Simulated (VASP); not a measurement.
Set up this calculation in VASP 6.6.1, as the native input.

```yaml
Task: single point
Functional: LDA
Potentials_or_basis: VASP PAW LDA potentials, release 64 (K_sv, Pt)
Cutoff: 500 eV
k_mesh: 11 × 11 × 6
Occupations: fermi-dirac, width 0.08 eV
Spin: collinear spin, ferromagnetic start
Starting_moments: "[0.0, 0.6] μB"
Dipole_correction: no
Further_INCAR_settings: ALGO = Normal; EDIFF = 1e-06; NBANDS = 20
```

The structure of KPt lies in POSCAR:

```
KPt
1.0
    3.0008472788      0.0000000000      0.0000000000
   -1.5004236394      2.5988099763      0.0000000000
    0.0000000000      0.0000000000      5.3455780000
K Pt
1 1
Direct
    0.0000000000      0.0000000000      0.5000000000
    0.6666666667      0.3333333333      0.0000000000
```

One way to write it, as run:

INCAR

```
PREC     = Accurate       # precision mode
ENCUT    = 500            # plane-wave cutoff, eV
EDIFF    = 1E-6           # SCF threshold, eV
ISMEAR   = -1             # smearing method
SIGMA    = 0.08           # smearing width, eV
LREAL    = False          # projectors in reciprocal space
LASPH    = True           # aspherical terms in the spheres
NELM     = 200            # most SCF steps
ALGO     = Normal         # electronic algorithm
ISIF     = 2              # what is computed and relaxed
LWAVE    = False          # write WAVECAR
LCHARG   = False          # write CHGCAR
ISPIN    = 2              # spin polarisation
MAGMOM   = 0 0.6          # initial moments
LORBIT   = 11             # projections on sites
LMAXMIX  = 4              # l up to which the mixer works
GGA      = CA             # functional
NBANDS   = 20             # bands
GGA_COMPAT= False
```

KPOINTS

```
regular mesh
0
Gamma
  11 11 6
```

Potentials or basis: VASP PAW LDA potentials, release 64 (K_sv, Pt).

Launch:

```sh
$ cat potpaw_LDA.64/K_sv/POTCAR potpaw_LDA.64/Pt/POTCAR > POTCAR
$ mpirun -np 1 vasp_std > vasp.out
```

It gave:

| Item | Value |
| --- | --- |
| Pressure | -6.7 GPa |
| Net moment | 0.00 μB per cell |
| Valence electrons inside the program's atomic spheres | K 7.63; Pt 9.02 |

Wall time 120 s on 1 thread of Intel Xeon 8259CL, with other jobs on the host, peak memory 0.21 GiB.
